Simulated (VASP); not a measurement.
## BeN: relaxation of cell and atoms with PBE

BeN:

```
CELL_PARAMETERS angstrom
3.49825 0.00000 0.00000
-1.74913 3.02958 0.00000
0.00000 0.00000 6.90865
ATOMIC_POSITIONS crystal
Be 0.33333 0.66667 0.26268
Be 0.66667 0.33333 0.26268
Be 0.66667 0.33333 0.73732
Be 0.33333 0.66667 0.73732
N 0.33333 0.66667 0.50000
N 0.66667 0.33333 0.50000
N 0.33333 0.66667 0.00000
N 0.66667 0.33333 0.00000
```

The cell was built from a structure type or drawn by symmetry, and may not be a known phase.

```
Program                : VASP 6.6.1
Task                   : relaxation of cell and atoms
Functional             : PBE
Potentials or basis    : VASP PAW PBE potentials, release 64 (Be, N_h)
Cutoff                 : 910 eV
k mesh                 : 6 × 6 × 4
Occupations            : gaussian, width 0.1 eV
Spin                   : no spin polarisation
Dipole correction      : no
Further INCAR settings : ALGO = Normal; EDIFF = 1e-07; IBRION = 2; EDIFFG = -0.04; NSW = 90; ISIF = 3
```

| Item | Value |
| --- | --- |
| Relaxed volume | 12.31 Å³/atom |
| Relaxed cell | a = 4.342 Å, b = 4.342 Å, c = 6.032 Å, α = 90.00°, β = 90.00°, γ = 120.00° |
| Space group after relaxing (to 0.1 Å) | P6/mmm (No. 191) |
| Pressure after relaxing | 0.0 GPa |
| Largest force after relaxing | 0.011 eV/Å |
| Band gap on the k mesh | zero (bands 14 and 15 overlap by 0.51 eV) |

Forces in eV/Å, atoms in the order of the input:
```
Be   0.000  0.000  0.011
Be   0.000  0.000  0.011
Be   0.000  0.000 -0.011
Be   0.000  0.000 -0.011
N    0.000  0.000  0.000
N    0.000  0.000  0.000
N    0.000  0.000  0.000
N    0.000  0.000  0.000
```

Stress tensor (GPa, compression positive):
```
 0.04  0.00  0.00
 0.00  0.04  0.00
 0.00  0.00 -0.05
```

Final structure:
```
Be N
1.0
     4.34242    0.00000    0.00000
    -2.17121    3.76065    0.00000
     0.00000    0.00000    6.03201
Be N
4 4
Direct
  0.33333 0.66667 0.24996
  0.66667 0.33333 0.24996
  0.66667 0.33333 0.75004
  0.33333 0.66667 0.75004
  0.33333 0.66667 0.50000
  0.66667 0.33333 0.50000
  0.33333 0.66667 0.00000
  0.66667 0.33333 0.00000
```

Levels at points of the mesh, in eV from the Fermi level:
```tsv
k point	band 11	band 12	band 13	band 14	band 15	band 16	band 17	band 18
(0.00, 0.00, 0.00)	-2.32	-2.32	-0.87	-0.87	0.39	0.39	2.30	3.22
(0.50, 0.00, 0.00)	-2.78	-1.98	-1.05	0.19	0.26	1.14	2.22	2.55
(0.00, 0.00, 0.50)	-3.33	-3.33	-0.32	-0.32	-0.32	-0.32	4.01	4.01
(0.50, 0.00, 0.50)	-2.89	-2.89	-0.41	-0.41	0.66	0.66	4.20	4.20
```

Run time: 8.4 min on 1 thread of Intel(R) Xeon(R) 6975P-C (Granite Rapids) (shared host), peak memory 0.32 GiB.

Caveat: the cutoff is under 1.25 times the usual one of these potentials, so pressure, stress and relaxed cells hold a basis-set (Pulay) error; the volume moved by over 15 % at a fixed basis, so the end points are rough.
